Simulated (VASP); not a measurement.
Hf: relaxation of cell and atoms with PBE

Hf:

```
CELL_PARAMETERS angstrom
0.00000 2.47141 2.47141
2.47141 0.00000 2.47141
2.47141 2.47141 0.00000
ATOMIC_POSITIONS crystal
Hf 0.87500 0.87500 0.87500
Hf 0.12500 0.12500 0.12500
```

```
Program                : VASP 6.6.1
Task                   : relaxation of cell and atoms
Functional             : PBE
Potentials or basis    : VASP PAW PBE potentials, release 64 (Hf_pv)
Cutoff                 : 600 eV
k mesh                 : 13 × 13 × 13
Occupations            : fermi-dirac, width 0.08 eV
Spin                   : no spin polarisation
Target pressure        : 140 GPa
Dipole correction      : no
Further INCAR settings : ALGO = Normal; EDIFF = 1e-06; IBRION = 2; EDIFFG = -0.005; NSW = 32; ISIF = 3
```

```
Relaxed volume                                         : 14.93 Å³/atom
Relaxed cell                                           : a = 3.483 Å, b = 3.483 Å, c = 3.483 Å, α = 60.00°, β = 60.00°, γ = 60.00°
Space group after relaxing (to 0.05 Å)                 : Fd-3m (No. 227)
Energy change on relaxing (the enthalpy is what falls) : +137.6 meV/atom
Ionic steps                                            : 4
Pressure after relaxing                                : 140.0 GPa
Band gap on the k mesh                                 : zero (band 10 reaches 8.51 eV, above the bottom of band 11 at 6.81 eV)
```

Step by step:
| step | energy change (eV) | largest force (eV/Å) | pressure (GPa) | volume (Å³) |
| --- | --- | --- | --- | --- |
| 1 | 0.0000 | 0.0000 | 134.85 | 30.19 |
| 2 | 1.9835 | 0.0000 | 174.60 | 28.12 |
| 3 | 0.2652 | 0.0000 | 139.79 | 29.88 |
| 4 | 0.2753 | 0.0000 | 139.99 | 29.87 |

Final structure:
```
CELL_PARAMETERS angstrom
0.00000 2.46262 2.46262
2.46262 0.00000 2.46262
2.46262 2.46262 0.00000
ATOMIC_POSITIONS crystal
Hf 0.87500 0.87500 0.87500
Hf 0.12500 0.12500 0.12500
```

Levels at points of the mesh, in eV from the Fermi level:
```
           k point  band 7  band 8  band 9  band 10  band 11  band 12  band 13  band 14
(0.00, 0.00, 0.00)   -7.36   -3.40   -3.40     0.19     0.19     0.19     4.96     4.96
```

Wall time 54 s on 1 thread of Intel(R) Xeon(R) Platinum 8559C (Emerald Rapids) (shared host), peak memory 0.19 GiB.

Caveat: the cell is relaxed towards a set pressure, so the enthalpy falls and the energy may rise; spin-orbit coupling is left out, which moves the levels of the heavy elements.
